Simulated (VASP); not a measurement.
# HfB2 (P6/mmm) in VASP: notebook, part 2 of 2

VASP 6.6.1.

## Step 4: Single point, RPBE

This run uses another cell than the first one, of 10.13 Å³/atom, 1.023 times its volume.

INCAR

```
PREC = Accurate
ENCUT = 520
EDIFF = 1E-6
ISMEAR = -1
SIGMA = 0.05
LREAL = F
LASPH = T
NELM = 100
ALGO = Normal
ISIF = 2
LWAVE = F
LCHARG = F
GGA = RP
NBANDS = 15
```

KPOINTS

```
regular mesh
0
Gamma
  10 10 8
```

POSCAR

```
HfB2
1.0
    3.1609455079      0.0000000000      0.0000000000
   -1.5804727539      2.7374591098      0.0000000000
    0.0000000000      0.0000000000      3.5126023800
Hf B
1 2
Direct
    0.0000000000      0.0000000000      0.0000000000
    0.6666666667      0.3333333333      0.5000000000
    0.3333333333      0.6666666667      0.5000000000
```

Potentials or basis: VASP PAW PBE potentials, release 64 (Hf_pv, B).

Command:

```
> cat potpaw_PBE.64/Hf_pv/POTCAR potpaw_PBE.64/B/POTCAR > POTCAR
> mpirun -np 1 vasp_std > vasp.out
```

OUTCAR:

```text
PREC = Accurate
   ENCUT = 520
   EDIFF = 1E-6
   ISMEAR = -1
   LREAL = F
   LASPH = T
   NELM = 100
   ISIF = 2
   GGA = RP

 ion  position               nearest neighbor table
   1  0.000  0.000  0.000-   2 2.53   3 2.53   2 2.53   3 2.53   3 2.53   3 2.53   2 2.53   2 2.53
                             2 2.53   2 2.53   3 2.53   3 2.53
   2  0.667  0.333  0.500-   3 1.82   3 1.82   3 1.82   1 2.53   1 2.53   1 2.53   1 2.53   1 2.53
                             1 2.53
   3  0.333  0.667  0.500-   2 1.82   2 1.82   2 1.82   1 2.53   1 2.53   1 2.53   1 2.53   1 2.53
                             1 2.53

  LATTYP: Found a hexagonal cell.
 ALAT       =     3.1609455079
 C/A-ratio  =     1.1112505329

  Lattice vectors:

 A1 = (   3.1609455079,   0.0000000000,   0.0000000000)
 A2 = (  -1.5804727539,   2.7374591098,   0.0000000000)
 A3 = (   0.0000000000,   0.0000000000,   3.5126023800)

Analysis of symmetry for initial positions (statically):
=====================================================================
 Subroutine PRICEL returns:
 Original cell was already a primitive cell.

 Routine SETGRP: Setting up the symmetry group for a
 hexagonal supercell.

 Subroutine GETGRP returns: Found 24 space group operations
 (whereof 24 operations were pure point group operations)
 out of a pool of 24 trial point group operations.

The static configuration has the point symmetry D_6h.

Analysis of symmetry for dynamics (positions and initial velocities):
=====================================================================
 Subroutine PRICEL returns:
 Original cell was already a primitive cell.

 Routine SETGRP: Setting up the symmetry group for a
 hexagonal supercell.

 Subroutine GETGRP returns: Found 24 space group operations
 (whereof 24 operations were pure point group operations)
 out of a pool of 24 trial point group operations.

The dynamic configuration has the point symmetry D_6h.

 Subroutine INISYM returns: Found 24 space group operations
 (whereof 24 operations are pure point group operations),
 and found     1 'primitive' translations

----------------------------------------------------------------------------------------

                                     Primitive cell

  volume of cell :      30.3944

  direct lattice vectors                    reciprocal lattice vectors
     3.160945508  0.000000000  0.000000000     0.316361037  0.182651130  0.000000000
    -1.580472754  2.737459110  0.000000000     0.000000000  0.365302260  0.000000000
     0.000000000  0.000000000  3.512602380     0.000000000  0.000000000  0.284689211

  length of vectors
     3.160945508  3.160945508  3.512602380     0.365302260  0.365302260  0.284689211

  position of ions in fractional coordinates (direct lattice)
     0.000000000  0.000000000  0.000000000
     0.666666667  0.333333333  0.500000000
     0.333333333  0.666666667  0.500000000

  ion indices of the primitive-cell ions
   primitive index   ion index
                 1           1
                 2           2
                 3           3

----------------------------------------------------------------------------------------

 KPOINTS: regular mesh

Automatic generation of k-mesh.
 Grid dimensions read from file:
 generate k-points for:   10   10    8
[... 26 lines left out ...]
  0.500000 -0.000000  0.000000      3.000000
[... 16 lines left out ...]
  0.300000  0.100000  0.125000     24.000000
  0.400000  0.100000  0.125000     24.000000
 [... further k-points ...]
   k-points           NKPTS =     70   k-points in BZ     NKDIM =     70   number of bands    NBANDS=     15
   number of dos      NEDOS =    301   number of ions     NIONS =      3
   total plane-waves  NPLWV =  16128
   dimension x,y,z NGX =    24 NGY =   24 NGZ =   28
   dimension x,y,z NGXF=    48 NGYF=   48 NGZF=   56
   ions per type =               1   2
   NGX,Y,Z   is equivalent  to a cutoff of  12.62, 12.62, 13.25 a.u.
   NGXF,Y,Z  is equivalent  to a cutoff of  25.24, 25.24, 26.50 a.u.
 SYSTEM =  unknown system
   PREC   = accura    normal or accurate (medium, high low for compatibility)
   ISTART =      0    job   : 0-new  1-cont  2-samecut
   ICHARG =      2    charge: 1-file 2-atom 10-const
   ISPIN  =      1    spin polarized calculation?
   LNONCOLLINEAR =      F non collinear calculations
   LSORBIT =      F    spin-orbit coupling
   LASPH  =      T    aspherical Exc in radial PAW
   ENCUT  =  520.0 eV  38.22 Ry    6.18 a.u.   5.88  5.88  6.53*2*pi/ulx,y,z
   NELM   =    100;   NELMIN=  2; NELMDL= -5     # of ELM steps
   EDIFF  = 0.1E-05   stopping-criterion for ELM
   LREAL  =      F    real-space projection
   EDIFFG = 0.1E-04   stopping-criterion for IOM
   NSW    =      0    number of steps for IOM
   IBRION =     -1    ionic relax: 0-MD 1-quasi-New 2-CG
   NFREE  =      0    steps in history (QN), initial steepest desc. (CG)
   ISIF   =      2    stress and relaxation
   ISYM   =      2    0-nonsym 1-usesym 2-fastsym
   POTIM  = 0.5000    time-step for ionic-motion
   TEBEG  =    0.0;   TEEND  =   0.0 temperature during run
   PSTRESS=    0.0 pullay stress
   NELECT =      16.0000    total number of electrons
   NUPDOWN=      -1.0000    fix difference up-down
   EMIN   =  10.00;   EMAX   =-10.00  energy-range for DOS
   EFERMI =   0.00;   METHOD = LEGACY
   ISMEAR =    -1;   SIGMA  =   0.05  broadening in eV -4-tet -1-fermi 0-gaus
   EFERMI_NEDOS =   21; number of points for ismear=-14 and -15
   IALGO  =     38    algorithm
   IMIX   =      4    mixing-type and parameters
     AMIX     =   0.40;   BMIX     =  1.00
     AMIX_MAG =   1.60;   BMIX_MAG =  1.00
  volume/ion in A,a.u.               =      10.13        68.37
  Fermi-wavevector in a.u.,A,eV,Ry     =   1.321854  2.497943 23.773446  1.747299
  Thomas-Fermi vector in A             =   2.451578
   LORBIT       =      0    0 simple, 1 ext, 2 COOP (PROOUT), +10 PAW based schemes
   GGA     = RP    functional components
   LHFCALC =     F    Hartree Fock is set to
   AEXX    =    0.0000 exact exchange contribution
   IVDW    =     0    specifies the selected vdW correction
   LEPSILON=     F    determine dielectric tensor
   LRPA    =     F    only Hartree local field effects (RPA)
 non-spin polarized calculation
  energy-cutoff  :      520.00
  volume of cell :       30.39
 maximum number of plane-waves:       832
 NGX is ok and might be reduce to    24
   NGX = 11   NGY = 11   NGZ = 13

 number of electron      15.9999998 magnetization

 Free energy of the ion-electron system (eV)
  ---------------------------------------------------
  ext. energy  EPLUGINS =         0.00000000
  ---------------------------------------------------
  free energy    TOTEN  =       -25.28780268 eV

  energy without entropy =      -25.28521539  energy(sigma->0) =      -25.28650903

 E-fermi :   7.5082     XC(G=0): -12.4534

 val. band max:        7.4456594818   @ k =   0.2000   0.2000   0.1250
 cond. band min:       7.7228290760   @ k =   0.0000   0.0000   0.2500
 fundamental gap:      0.2771695942
 Fermi energy:         7.5081784884

 k-point     1 :       0.0000    0.0000    0.0000
  band No.  band energies     occupation
      1     -23.1406      2.00000
      2     -22.6775      2.00000
      3     -22.6775      2.00000
      4      -6.0798      2.00000
      5       4.6412      2.00000
      6       4.7723      2.00000
      7       4.7724      2.00000
      8       4.7724      2.00000
      9      11.5373      0.00000
     10      11.5373      0.00000
     11      12.1451      0.00000
     12      12.1451      0.00000
     13      12.4117      0.00000
     14      12.5120      0.00000
[... 401 lines left out ...]
      2     -23.0497      2.00000
      3     -22.8762      2.00000
      4      -2.3290      2.00000
      5      -0.9674      2.00000
      6       3.0003      2.00000
      7       3.8682      2.00000
      8       5.4287      2.00000
      9       8.7141      0.00000
     10      11.6172      0.00000
     11      11.7002      0.00000
     12      13.7467      0.00000
     13      14.8743      0.00000
     14      15.7932      0.00000
     15      18.1798      0.00000

 [... further k-points ...]
[... 5 lines left out ...]
  --------------------------------------------------------------------------------------
  -------------------------------------------------------------------------------------
  Total       -0.1164027     -0.1164027     -0.0770691     -0.0000000      0.0000000      0.0000000
  in kB       -6.1359243     -6.1359243     -4.0625349     -0.0000000      0.0000000      0.0000000
  external PRESSURE =      -5.4447945 kB  Pullay stress =       0.0000000 kB

 VOLUME and BASIS-vectors are now :
 -----------------------------------------------------------------------------
  energy-cutoff  :      520.00
  volume of cell :       30.39
      direct lattice vectors                 reciprocal lattice vectors
     3.160945508  0.000000000  0.000000000     0.316361037  0.182651130  0.000000000
    -1.580472754  2.737459110  0.000000000     0.000000000  0.365302260  0.000000000
     0.000000000  0.000000000  3.512602380     0.000000000  0.000000000  0.284689211

 POSITION                                       TOTAL-FORCE (eV/Angst)
 -----------------------------------------------------------------------------------
      0.00000      0.00000      0.00000         0.000000      0.000000      0.000000
      1.58047      0.91249      1.75630        -0.000000      0.000000      0.000000
     -0.00000      1.82497      1.75630         0.000000      0.000000      0.000000
 -----------------------------------------------------------------------------------
    total drift:                               -0.000000      0.000000      0.000000

  FREE ENERGIE OF THE ION-ELECTRON SYSTEM (eV)
  ---------------------------------------------------
  free  energy   TOTEN  =       -25.2878026767 eV

  energy  without entropy=      -25.2852153921  energy(sigma->0) =      -25.28650903
```

OSZICAR:

```text
N       E                     dE             d eps       ncg     rms          rms(c)
DAV:   1     0.287839206294E+02    0.28784E+02   -0.82275E+03  2100   0.102E+03
DAV:   2    -0.260393642675E+02   -0.54823E+02   -0.51263E+02  2800   0.216E+02
DAV:   3    -0.275632990612E+02   -0.15239E+01   -0.15174E+01  2709   0.264E+01
DAV:   4    -0.275700985722E+02   -0.67995E-02   -0.67921E-02  2541   0.213E+00
DAV:   5    -0.275701444737E+02   -0.45901E-04   -0.45900E-04  2660   0.150E-01    0.505E+01
DAV:   6    -0.253962895567E+02    0.21739E+01   -0.26577E+00  2520   0.117E+01    0.370E+01
DAV:   7    -0.253512441095E+02    0.45045E-01   -0.94351E-01  2597   0.705E+00    0.114E+01
DAV:   8    -0.252921687545E+02    0.59075E-01   -0.23112E-01  2394   0.360E+00    0.159E+00
DAV:   9    -0.252879312483E+02    0.42375E-02   -0.18344E-02  2450   0.109E+00    0.347E-01
DAV:  10    -0.252877962168E+02    0.13503E-03   -0.70386E-04  2604   0.218E-01    0.268E-01
DAV:  11    -0.252878052693E+02   -0.90525E-05   -0.48634E-05  2590   0.540E-02    0.115E-01
DAV:  12    -0.252878025782E+02    0.26911E-05   -0.33136E-06  2401   0.135E-02    0.982E-03
DAV:  13    -0.252878026767E+02   -0.98423E-07   -0.22147E-07  1218   0.400E-03
   1 F= -.25287803E+02 E0= -.25286509E+02  d E =-.258728E-02
```

Run time: 37 s. Hardware: 1 thread of Intel Xeon 8259CL, shared host; peak memory 0.16 GiB.

Results:

```
Free energy            : -25.2878 eV
Pressure               : -0.5 GPa
Band gap on the k mesh : zero (band 8 reaches 8.21 eV, above the bottom of band 9 at 7.37 eV)
```

Stress tensor (GPa, compression positive):
```
-0.61  0.00  0.00
 0.00 -0.61  0.00
 0.00  0.00 -0.41
```

Caveat: the PAW data sets were made with another functional, which shifts forces and pressure a little; spin-orbit coupling is left out, which moves the levels of the heavy elements.

## Step 5: Single point, PBE+U

This run uses another cell than the first one, of 10.00 Å³/atom, 1.010 times its volume.

INCAR

```
PREC     = Accurate       # precision mode
ENCUT    = 520            # plane-wave cutoff, eV
EDIFF    = 1E-6           # SCF threshold, eV
ISMEAR   = -1             # smearing method
SIGMA    = 0.05           # smearing width, eV
LREAL    = False          # projectors in reciprocal space
LASPH    = True           # aspherical terms in the spheres
NELM     = 150            # most SCF steps
ALGO     = Normal         # electronic algorithm
ISIF     = 2              # what is computed and relaxed
LWAVE    = False          # write WAVECAR
LCHARG   = True           # write CHGCAR
LMAXMIX  = 4              # l up to which the mixer works
LDAU     = True           # DFT+U
LDAUTYPE = 2            
LDAUL    = 2 -1           # shell
LDAUU    = 1 0            # U, eV
LDAUJ    = 0 0          
LDAUPRINT= 1            
GGA      = PE             # functional
LELF     = True           # ELF
LVHAR    = True         
NBANDS   = 15             # bands
```

KPOINTS

```
Automatic mesh
0
Gamma
  10 10 8
```

POSCAR

```
HfB2
1.0
    3.1453188058      0.0000000000      0.0000000000
   -1.5726594029      2.7239259888      0.0000000000
    0.0000000000      0.0000000000      3.5019183468
Hf B
1 2
Direct
    0.0000000000      0.0000000000      0.0000000000
    0.6666666667      0.3333333333      0.5000000000
    0.3333333333      0.6666666667      0.5000000000
```

Command:

```
> cat potpaw_PBE.64/Hf_pv/POTCAR potpaw_PBE.64/B/POTCAR > POTCAR
> mpirun -np 1 vasp_std > vasp.out
```

Run time: 39 s. Hardware: 1 thread of Intel Xeon 8259CL, shared host; peak memory 0.16 GiB.

The run converged. Its results:

* Free energy: -25.6472 eV
* Pressure: 1.4 GPa
* Band gap on the k mesh: zero (band 8 reaches 8.38 eV, above the bottom of band 9 at 7.49 eV)

Stress tensor (GPa, compression positive):
```
1.33 0.00 0.00
0.00 1.33 0.00
0.00 0.00 1.64
```

Levels at points of the mesh, in eV from the Fermi level:
```csv
k point,band 5,band 6,band 7,band 8,band 9,band 10,band 11,band 12
"(0.00, 0.00, 0.00)",-2.91,-2.83,-2.77,-2.77,4.16,4.16,4.68,4.68
"(0.50, 0.00, 0.00)",-9.04,-4.03,-3.39,-2.72,2.07,2.86,5.60,5.85
"(0.00, 0.00, 0.50)",-8.36,-1.15,-1.15,0.48,0.48,1.14,1.14,2.28
"(0.50, 0.00, 0.50)",-7.50,-4.84,-4.62,-2.71,3.97,4.19,6.37,7.18
```

Eigenvalues of the final occupation matrices:
```csv
site,spin,trace,eigenvalues
site 1 d,1,0.91,0.17 0.18 0.18 0.19 0.19
site 1 d,2,0.91,0.17 0.18 0.18 0.19 0.19
```

Caveat: spin-orbit coupling is left out, which moves the levels of the heavy elements; U without spin polarisation on a metal has little footing; the U is typed as a test and isn't derived for this compound.

## Step 6: Single point, PBE+U

This run uses another cell than the first one, of 10.04 Å³/atom, 1.014 times its volume.

INCAR

```
ALGO = Normal ; EDIFF = 1E-6
ENCUT = 520 ; GGA = PE
ISIF = 2 ; ISMEAR = -1
LASPH = True ; LCHARG = False
LDAU = True ; LDAUJ = 0 0
LDAUL = 2 -1 ; LDAUPRINT = 1
LDAUTYPE = 2 ; LDAUU = 2 0
LMAXMIX = 4 ; LREAL = False
LWAVE = False ; NBANDS = 15
NELM = 150 ; PREC = Accurate
SIGMA = 0.05
```

KPOINTS

```
k-points
0
Gamma
  10 10 8
```

POSCAR

```
HfB2
1.0
    3.1467780809      0.0000000000      0.0000000000
   -1.5733890405      2.7251897581      0.0000000000
    0.0000000000      0.0000000000      3.5136720904
Hf B
1 2
Direct
    0.0000000000      0.0000000000      0.0000000000
    0.6666666667      0.3333333333      0.5000000000
    0.3333333333      0.6666666667      0.5000000000
```

Potentials or basis: VASP PAW PBE potentials, release 64 (Hf_pv, B).

Command:

```
> cat potpaw_PBE.64/Hf_pv/POTCAR potpaw_PBE.64/B/POTCAR > POTCAR
> mpirun -np 1 vasp_std > vasp.out
```

It took 38 s on 1 thread of Intel Xeon 8259CL, shared host; peak memory 0.17 GiB.

It converged, with:

| Quantity | Value |
| --- | --- |
| Free energy | -24.9104 eV |
| Pressure | 3.2 GPa |
| Band gap on the k mesh | zero (band 8 reaches 8.53 eV, above the bottom of band 9 at 7.59 eV) |

Stress tensor (GPa, compression positive):
```
3.12 0.00 0.00
0.00 3.12 0.00
0.00 0.00 3.43
```

Levels at points of the mesh, in eV from the Fermi level:
```csv
k point,band 4,band 5,band 6,band 7,band 8,band 9,band 10,band 11,band 12,band 13
"(0.00, 0.00, 0.00)",-13.79,-2.97,-2.92,-2.78,-2.78,4.22,4.22,4.65,4.65,4.89
"(0.50, 0.00, 0.00)",-9.76,-9.13,-4.05,-3.47,-2.69,1.94,2.91,5.56,5.91,5.97
"(0.00, 0.00, 0.50)",-11.46,-8.48,-1.21,-1.21,0.53,0.53,1.18,1.18,2.28,4.99
"(0.50, 0.00, 0.50)",-10.26,-7.60,-4.85,-4.65,-2.85,3.85,4.17,6.43,7.14,7.39
```

Eigenvalues of the final occupation matrices:
| site | spin | trace | eigenvalues |
| --- | --- | --- | --- |
| site 1 d | 1 | 0.89 | 0.16 0.18 0.18 0.19 0.19 |
| site 1 d | 2 | 0.89 | 0.16 0.18 0.18 0.19 0.19 |

Caveat: spin-orbit coupling is left out, which moves the levels of the heavy elements; U without spin polarisation on a metal has little footing; the U is typed as a test and isn't derived for this compound.

## Step 7: Summary

| level | U | cell | gap on the mesh (eV) | pressure (GPa) |
| --- | --- | --- | --- | --- |
| RPBE | - | a = 3.140, b = 3.140, c = 3.480 Å, angles 90.0, 90.0, 120.0°, 3 atoms | none | 5.1 |
| PBE | - | a = 3.144, b = 3.144, c = 3.491 Å, angles 90.0, 90.0, 120.0°, 3 atoms | none | -0.4 |
| RPBE | - | a = 3.161, b = 3.161, c = 3.513 Å, angles 90.0, 90.0, 120.0°, 3 atoms | none | -0.5 |
| PBE+U | Hf d U = 1.0 eV | a = 3.145, b = 3.145, c = 3.502 Å, angles 90.0, 90.0, 120.0°, 3 atoms | none | 1.4 |
| PBE+U | Hf d U = 2.0 eV | a = 3.147, b = 3.147, c = 3.514 Å, angles 90.0, 90.0, 120.0°, 3 atoms | none | 3.2 |

Alike in all rows: task single point; potentials or basis VASP PAW PBE potentials, release 64 (Hf_pv, B); no spin polarisation; k mesh 10 × 10 × 8; cutoff (eV) 520; smearing fermi-dirac 0.05 eV.

Caveats: spin-orbit coupling is left out, which moves the levels of the heavy elements; the PAW data sets were made with another functional, which shifts forces and pressure a little (some runs); U without spin polarisation on a metal has little footing (some runs); the U is typed as a test and isn't derived for this compound (some runs).

Total energies depend on the potentials used, so only differences within one code and one set of settings carry meaning.
